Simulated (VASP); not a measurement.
# CdF2 (Fm-3m) in VASP: a series of runs

CdF2 is run at these levels: r2SCAN; tasks: single point.

Everything below comes from runs of VASP 6.6.1. Logs are shortened: lines on timing, memory, paths and dates and some standing lists are left out, and cuts for length are marked.

### 1 The cell of the first run

Symmetry: Fm-3m, No. 225, cubic system. The conventional cell has a = 5.391 Å, b = 5.391 Å, c = 5.391 Å, α = 90.00°, β = 90.00°, γ = 90.00°. Cd (site symmetry m-3m) has 8 F at 2.33 Å within 3.1 Å. F (site symmetry -43m) has 4 Cd at 2.33 Å and 6 F at 2.70 Å within 3.1 Å.

### 2 Single point, r2SCAN

Contents of POSCAR:

```
CdF2
1.0
    0.0000000000      2.6955961382      2.6955961382
    2.6955961382      0.0000000000      2.6955961382
    2.6955961382      2.6955961382      0.0000000000
Cd F
1 2
Direct
    0.0000000000      0.0000000000      0.0000000000
    0.2500000000      0.2500000000      0.2500000000
    0.7500000000      0.7500000000      0.7500000000
```

Contents of INCAR.step1:

```
SYSTEM = CdF2
PREC = Accurate
ENCUT = 520
ISMEAR = -1
SIGMA = 0.02
LREAL = .False.
LASPH = .True.
NELM = 80
NBANDS = 20
GGA = PE
ALGO = Normal
EDIFF = 1E-4
LWAVE = .True.
LCHARG = .False.
```

Contents of INCAR.step2:

```
SYSTEM = CdF2
PREC = Accurate
ENCUT = 520
EDIFF = 1E-7
ISMEAR = -1
SIGMA = 0.02
LREAL = .False.
LASPH = .True.
NELM = 80
ALGO = Normal
ISIF = 2
LWAVE = .False.
LCHARG = .False.
METAGGA = R2SCAN
LMIXTAU = .True.
NBANDS = 20
ISTART = 1
```

Contents of KPOINTS:

```
regular mesh
0
Gamma
  8 8 8
  0 0 0
```

Potentials or basis: VASP PAW PBE potentials, release 64 (Cd, F).

Launch:

```
cat potpaw_PBE.64/Cd/POTCAR potpaw_PBE.64/F/POTCAR > POTCAR
cp INCAR.step1 INCAR
mpirun -np 1 vasp_std > vasp.out
cp INCAR.step2 INCAR
mpirun -np 1 vasp_std > vasp.out
```

OUTCAR:

```text
SYSTEM = CdF2
   PREC = Accurate
   ENCUT = 520
   EDIFF = 1E-7
   ISMEAR = -1
   LREAL = .False.
   LASPH = .True.
   NELM = 80
   ISIF = 2
   METAGGA = R2SCAN
   ISTART = 1

 ion  position               nearest neighbor table
   1  0.000  0.000  0.000-   2 2.33   3 2.33   3 2.33   3 2.33   3 2.33   2 2.33   2 2.33   2 2.33

   2  0.250  0.250  0.250-   1 2.33   1 2.33   1 2.33   1 2.33
   3  0.750  0.750  0.750-   1 2.33   1 2.33   1 2.33   1 2.33

  LATTYP: Found a face centered cubic cell.
 ALAT       =     5.3911922764

  Lattice vectors:

 A1 = (   0.0000000000,   2.6955961382,   2.6955961382)
 A2 = (   2.6955961382,   0.0000000000,   2.6955961382)
 A3 = (   2.6955961382,   2.6955961382,   0.0000000000)

Analysis of symmetry for initial positions (statically):
=====================================================================
 Subroutine PRICEL returns:
 Original cell was already a primitive cell.

 Routine SETGRP: Setting up the symmetry group for a
 face centered cubic supercell.

 Subroutine GETGRP returns: Found 48 space group operations
 (whereof 48 operations were pure point group operations)
 out of a pool of 48 trial point group operations.

The static configuration has the point symmetry O_h .

Analysis of symmetry for dynamics (positions and initial velocities):
=====================================================================
 Subroutine PRICEL returns:
 Original cell was already a primitive cell.

 Routine SETGRP: Setting up the symmetry group for a
 face centered cubic supercell.

 Subroutine GETGRP returns: Found 48 space group operations
 (whereof 48 operations were pure point group operations)
 out of a pool of 48 trial point group operations.

The dynamic configuration has the point symmetry O_h .

 Subroutine INISYM returns: Found 48 space group operations
 (whereof 48 operations are pure point group operations),
 and found     1 'primitive' translations

----------------------------------------------------------------------------------------

                                     Primitive cell

  volume of cell :      39.1737

  direct lattice vectors                    reciprocal lattice vectors
     0.000000000  2.695596138  2.695596138    -0.185487727  0.185487727  0.185487727
     2.695596138  0.000000000  2.695596138     0.185487727 -0.185487727  0.185487727
[... 78 lines left out ...]
   PREC   = accura    normal or accurate (medium, high low for compatibility)
   ISTART =      1    job   : 0-new  1-cont  2-samecut
   ICHARG =      0    charge: 1-file 2-atom 10-const
   ISPIN  =      1    spin polarized calculation?
   LNONCOLLINEAR =      F non collinear calculations
   LSORBIT =      F    spin-orbit coupling
   LASPH  =      T    aspherical Exc in radial PAW
   ENCUT  =  520.0 eV  38.22 Ry    6.18 a.u.   7.09  7.09  7.09*2*pi/ulx,y,z
   NELM   =     80;   NELMIN=  2; NELMDL=  0     # of ELM steps
   EDIFF  = 0.1E-06   stopping-criterion for ELM
   LREAL  =      F    real-space projection
   EDIFFG = 0.1E-05   stopping-criterion for IOM
   NSW    =      0    number of steps for IOM
   IBRION =     -1    ionic relax: 0-MD 1-quasi-New 2-CG
   NFREE  =      0    steps in history (QN), initial steepest desc. (CG)
   ISIF   =      2    stress and relaxation
   ISYM   =      2    0-nonsym 1-usesym 2-fastsym
   POTIM  = 0.5000    time-step for ionic-motion
   TEBEG  =    0.0;   TEEND  =   0.0 temperature during run
   PSTRESS=    0.0 pullay stress
   NELECT =      26.0000    total number of electrons
   NUPDOWN=      -1.0000    fix difference up-down
   EMIN   =  10.00;   EMAX   =-10.00  energy-range for DOS
   EFERMI =   0.00;   METHOD = LEGACY
   ISMEAR =    -1;   SIGMA  =   0.02  broadening in eV -4-tet -1-fermi 0-gaus
   EFERMI_NEDOS =   21; number of points for ismear=-14 and -15
   IALGO  =     38    algorithm
   IMIX   =      4    mixing-type and parameters
     AMIX     =   0.40;   BMIX     =  1.00
     AMIX_MAG =   1.60;   BMIX_MAG =  1.00
  volume/ion in A,a.u.               =      13.06        88.12
  Fermi-wavevector in a.u.,A,eV,Ry     =   1.428021  2.698568 27.745581  2.039243
  Thomas-Fermi vector in A             =   2.548127
   LORBIT       =      0    0 simple, 1 ext, 2 COOP (PROOUT), +10 PAW based schemes
   METAGGA = R2SCAN    functional components
   LHFCALC =     F    Hartree Fock is set to
   AEXX    =    0.0000 exact exchange contribution
   IVDW    =     0    specifies the selected vdW correction
   LEPSILON=     F    determine dielectric tensor
   LRPA    =     F    only Hartree local field effects (RPA)
 non-spin polarized calculation
  energy-cutoff  :      520.00
  volume of cell :       39.17
 maximum number of plane-waves:      1067
   NGX = 15   NGY = 15   NGZ = 15

 number of electron      25.9999988 magnetization

 Free energy of the ion-electron system (eV)
  ---------------------------------------------------
  ext. energy  EPLUGINS =         0.00000000
  ---------------------------------------------------
  free energy    TOTEN  =       -33.71977320 eV

  energy without entropy =      -33.71977320  energy(sigma->0) =      -33.71977320

 E-fermi :  -1.4627     XC(G=0): -11.0378

 val. band max:       -1.8811917937   @ k =  -0.2500   0.5000   0.2500
 cond. band min:       1.8626967180   @ k =   0.0000   0.0000   0.0000
 fundamental gap:      3.7438885117
 Fermi energy:        -1.4626841107

 k-point     1 :       0.0000    0.0000    0.0000
  band No.  band energies     occupation
      1     -23.8106      2.00000
      2     -22.7491      2.00000
      3      -7.5050      2.00000
      4      -7.5049      2.00000
      5      -7.5049      2.00000
      6      -6.2748      2.00000
[... 541 lines left out ...]
     19      17.6078      0.00000
     20      21.5294      0.00000

 [... further k-points ...]
[... 5 lines left out ...]
  --------------------------------------------------------------------------------------
  -------------------------------------------------------------------------------------
  Total        0.1962858      0.1962858      0.1962858      0.0000000      0.0000000      0.0000000
  in kB        8.0279561      8.0279561      8.0279561      0.0000000      0.0000000      0.0000000
  external PRESSURE =       8.0279561 kB  Pullay stress =       0.0000000 kB

 VOLUME and BASIS-vectors are now :
 -----------------------------------------------------------------------------
  energy-cutoff  :      520.00
  volume of cell :       39.17
      direct lattice vectors                 reciprocal lattice vectors
     0.000000000  2.695596138  2.695596138    -0.185487727  0.185487727  0.185487727
     2.695596138  0.000000000  2.695596138     0.185487727 -0.185487727  0.185487727
     2.695596138  2.695596138  0.000000000     0.185487727  0.185487727 -0.185487727

 POSITION                                       TOTAL-FORCE (eV/Angst)
 -----------------------------------------------------------------------------------
      0.00000      0.00000      0.00000        -0.000000      0.000000      0.000000
      1.34780      1.34780      1.34780        -0.000000     -0.000000     -0.000000
      4.04339      4.04339      4.04339         0.000000      0.000000      0.000000
 -----------------------------------------------------------------------------------
    total drift:                                0.000000      0.000000      0.000000

  FREE ENERGIE OF THE ION-ELECTRON SYSTEM (eV)
  ---------------------------------------------------
  free  energy   TOTEN  =       -33.7197731983 eV

  energy  without entropy=      -33.7197731983  energy(sigma->0) =      -33.71977320
```

OSZICAR.step1:

```text
N       E                     dE             d eps       ncg     rms          rms(c)
DAV:   1     0.197836499739E+03    0.19784E+03   -0.15554E+04  1224   0.132E+03
DAV:   2    -0.411720493208E+01   -0.20195E+03   -0.19305E+03  1260   0.347E+02
DAV:   3    -0.125363219584E+02   -0.84191E+01   -0.83959E+01  1336   0.774E+01
DAV:   4    -0.125712192025E+02   -0.34897E-01   -0.34896E-01  1268   0.518E+00
DAV:   5    -0.125713437993E+02   -0.12460E-03   -0.12460E-03  1304   0.279E-01    0.102E+01
DAV:   6    -0.108312398580E+02    0.17401E+01   -0.39840E+00  1496   0.373E+01    0.743E+00
DAV:   7    -0.108771366437E+02   -0.45897E-01   -0.89278E-01  1180   0.852E+00    0.424E+00
DAV:   8    -0.108701223393E+02    0.70143E-02   -0.13613E-01  1212   0.347E+00    0.706E-01
DAV:   9    -0.108614051273E+02    0.87172E-02   -0.33433E-02  1396   0.227E+00    0.876E-02
DAV:  10    -0.108619716580E+02   -0.56653E-03   -0.28887E-03  1192   0.589E-01    0.120E-01
DAV:  11    -0.108620713025E+02   -0.99645E-04   -0.12319E-04  1028   0.111E-01
   1 F= -.10862071E+02 E0= -.10862071E+02  d E =-.641908E-11
```

Wall time 1.9 min (1 thread of Intel Xeon 8259CL, shared host); peak memory 0.18 GiB.

What came out:

* Free energy: -33.7198 eV
* Pressure: 0.8 GPa
* Band gap on the k mesh: 3.74 eV (least direct gap 4.25 eV)

Caveat: the PAW data sets were made with another functional, which shifts forces and pressure a little.

### 3 Single point, r2SCAN

This run uses another cell than the first one, of 12.27 Å³/atom.

Contents of POSCAR:

```
CdF2
1.0
    0.0000000000      2.6405685300      2.6405685300
    2.6405685300      0.0000000000      2.6405685300
    2.6405685300      2.6405685300      0.0000000000
Cd F
1 2
Direct
    0.0000000000      0.0000000000      0.0000000000
    0.2500000000      0.2500000000      0.2500000000
    0.7500000000      0.7500000000      0.7500000000
```

Contents of INCAR.step1:

```
  ALGO = Normal
  EDIFF = 1E-4
  ENCUT = 520
  GGA = PE
  ISMEAR = -1
  LASPH = True
  LCHARG = False
  LREAL = False
  LWAVE = True
  NBANDS = 20
  NELM = 100
  PREC = Accurate
  SIGMA = 0.02
```

Contents of INCAR.step2:

```
  ALGO = Normal
  EDIFF = 1E-6
  ENCUT = 520
  ISIF = 2
  ISMEAR = -1
  ISTART = 1
  LASPH = True
  LCHARG = False
  LMIXTAU = True
  LREAL = False
  LWAVE = False
  METAGGA = R2SCAN
  NBANDS = 20
  NELM = 100
  PREC = Accurate
  SIGMA = 0.02
```

Contents of KPOINTS:

```
k-points
0
Gamma
  10 10 10
```

Potentials or basis: VASP PAW PBE potentials, release 64 (Cd, F).

Launch:

```
cat potpaw_PBE.64/Cd/POTCAR potpaw_PBE.64/F/POTCAR > POTCAR
cp INCAR.step1 INCAR
mpirun -np 1 vasp_std > vasp.out
cp INCAR.step2 INCAR
mpirun -np 1 vasp_std > vasp.out
```

It took 2.8 min on 1 thread of Intel Xeon 8259CL, shared host; peak memory 0.18 GiB.

It converged, with:

```yaml
Free_energy: -33.6443 eV
Pressure: 9.3 GPa
Band_gap_on_the_k_mesh: 3.98 eV (least direct gap 4.38 eV)
```

Levels at points of the mesh, in eV from the valence-band top:
| k point | band 10 | band 11 | band 12 | band 13 | band 14 | band 15 | band 16 | band 17 |
| --- | --- | --- | --- | --- | --- | --- | --- | --- |
| (0.00, 0.00, 0.00) | -1.15 | -0.41 | -0.41 | -0.41 | 3.98 | 13.91 | 13.91 | 13.91 |
| (0.50, 0.00, 0.00) | -2.09 | -2.09 | -0.34 | -0.34 | 8.48 | 9.89 | 16.17 | 16.17 |
| (0.50, 0.50, 0.00) | -3.09 | -0.64 | -0.09 | -0.09 | 9.41 | 10.91 | 12.32 | 15.88 |

Caveat: the cell stands under pressure; the PAW data sets were made with another functional, which shifts forces and pressure a little. A k mesh can miss the band edges.

### 4 Single point, r2SCAN

This run uses another cell than the first one, of 12.54 Å³/atom.

Contents of POSCAR:

```
CdF2
1.0
    0.0000000000      2.6591647000      2.6591647000
    2.6591647000      0.0000000000      2.6591647000
    2.6591647000      2.6591647000      0.0000000000
Cd F
1 2
Direct
    0.0000000000      0.0000000000      0.0000000000
    0.2500000000      0.2500000000      0.2500000000
    0.7500000000      0.7500000000      0.7500000000
```

Contents of INCAR.step1:

```
SYSTEM = CdF2
  PREC = Accurate
  ENCUT = 520
  ISMEAR = -1
  SIGMA = 0.02
  LREAL = .FALSE.
  LASPH = .TRUE.
  NELM = 100
  NBANDS = 20
  GGA = PE
  ALGO = Normal
  EDIFF = 1E-4
  LWAVE = .TRUE.
  LCHARG = .FALSE.
```

Contents of INCAR.step2:

```
SYSTEM = CdF2
  PREC = Accurate
  ENCUT = 520
  EDIFF = 1E-6
  ISMEAR = -1
  SIGMA = 0.02
  LREAL = .FALSE.
  LASPH = .TRUE.
  NELM = 100
  ALGO = Normal
  ISIF = 2
  LWAVE = .FALSE.
  LCHARG = .FALSE.
  METAGGA = R2SCAN
  LMIXTAU = .TRUE.
  NBANDS = 20
  ISTART = 1
```

Contents of KPOINTS:

```
Automatic mesh
0
G
  10 10 10
  0 0 0
```

Launch:

```
cat potpaw_PBE.64/Cd/POTCAR potpaw_PBE.64/F/POTCAR > POTCAR
cp INCAR.step1 INCAR
mpirun -np 1 vasp_std > vasp.out
cp INCAR.step2 INCAR
mpirun -np 1 vasp_std > vasp.out
```

Run time: 2.6 min. Hardware: 1 thread of Intel Xeon 8259CL, shared host; peak memory 0.18 GiB.

The run converged. Its results:

```
Free energy            : -33.6835 eV
Pressure               : 6.1 GPa
Band gap on the k mesh : 3.90 eV (least direct gap 4.34 eV)
```

Levels at points of the mesh, in eV from the valence-band top:
```tsv
k point	band 9	band 10	band 11	band 12	band 13	band 14	band 15	band 16	band 17	band 18
(0.00, 0.00, 0.00)	-1.09	-1.09	-0.44	-0.44	-0.44	3.90	13.81	13.81	13.81	18.30
(0.50, 0.00, 0.00)	-2.46	-2.00	-2.00	-0.36	-0.36	8.31	9.83	15.97	15.97	19.26
(0.50, 0.50, 0.00)	-3.18	-3.08	-0.59	-0.09	-0.09	9.22	10.78	12.28	15.68	15.68
```

Caveat: the cell stands under pressure; the PAW data sets were made with another functional, which shifts forces and pressure a little.

### 5 The runs side by side

```csv
cell,k mesh,gap on the mesh (eV),pressure (GPa)
"a = 3.812 Å, angles 60.0°, 3 atoms",8 × 8 × 8,3.74,0.8
"a = 3.734 Å, angles 60.0°, 3 atoms",10 × 10 × 10,3.98,9.3
"a = 3.761 Å, angles 60.0°, 3 atoms",10 × 10 × 10,3.90,6.1
```

Alike in all rows: task single point; level r2SCAN; potentials or basis VASP PAW PBE potentials, release 64 (Cd, F); no spin polarisation; cutoff (eV) 520; smearing fermi-dirac 0.02 eV.

Caveats: the PAW data sets were made with another functional, which shifts forces and pressure a little; the cell stands under pressure (at least some runs).

Absolute energies hang on the potentials; compare differences alone.
